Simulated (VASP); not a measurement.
P: relaxation of cell and atoms with LDA

The system is P, a slab with vacuum.

```
CELL_PARAMETERS angstrom
3.27900 0.00000 0.00000
-1.63950 2.83970 0.00000
0.00000 0.00000 26.15188
ATOMIC_POSITIONS crystal
P 0.33333 0.66667 0.32376
P 0.66667 0.33333 0.37125
```

```
Program                : VASP 6.6.1
Task                   : relaxation of cell and atoms
Functional             : LDA
Potentials or basis    : VASP PAW LDA potentials, release 64 (P)
Cutoff                 : 500 eV
k mesh                 : 12 × 12 × 1
Occupations            : fermi-dirac, width 0.02 eV
Spin                   : no spin polarisation
Dipole correction      : yes
Further INCAR settings : ALGO = Normal; EDIFF = 1e-07; NELMDL = -8; IBRION = 2; EDIFFG = -0.005; NSW = 80; ISIF = 3
```

| Property | Result |
| --- | --- |
| Relaxed cell | a = 3.212 Å, b = 3.212 Å, c = 26.152 Å, α = 90.00°, β = 90.00°, γ = 120.00° |
| Space group after relaxing (to 0.1 Å) | P-3m1 (No. 164) |
| Energy gained by relaxing | 12.7 meV/atom |
| Ionic steps | 5 |
| Band gap on the k mesh | 1.87 eV (least direct gap 2.15 eV) |

Step by step:
```csv
step,energy change (eV),largest force (eV/Å),pressure (GPa),volume (Å³)
1,0.0000,0.3281,-0.60,243.51
2,-0.0133,0.5583,0.45,230.07
3,-0.0237,0.1882,0.00,235.25
4,-0.0253,0.0250,0.00,233.50
5,-0.0253,0.0010,0.00,233.70
```

Final structure:
```cif
data_structure
_symmetry_space_group_name_H-M 'P 1'
_symmetry_Int_Tables_number 1
_cell_length_a 3.2122
_cell_length_b 3.2122
_cell_length_c 26.1519
_cell_angle_alpha 90.000
_cell_angle_beta 90.000
_cell_angle_gamma 120.000
_cell_volume 233.70
loop_
_atom_site_label
_atom_site_type_symbol
_atom_site_fract_x
_atom_site_fract_y
_atom_site_fract_z
_atom_site_occupancy
P1 P 0.33333 0.66667 0.32388 1
P2 P 0.66667 0.33333 0.37114 1
```

Levels at points of the mesh, in eV from the valence-band top:
```tsv
k point	band 3	band 4	band 5	band 6	band 7	band 8
(0.00, 0.00, 0.00)	-0.63	0.00	0.00	4.06	4.06	4.21
(0.50, 0.00, 0.00)	-3.22	-2.30	-1.48	1.95	3.41	5.49
```

It took 76 s on 1 thread of Intel(R) Xeon(R) 6975P-C (Granite Rapids), with other jobs on the host, peak memory 0.25 GiB.

Caveat: the relaxation moved the vacuum too, so the length across it says nothing of the material.
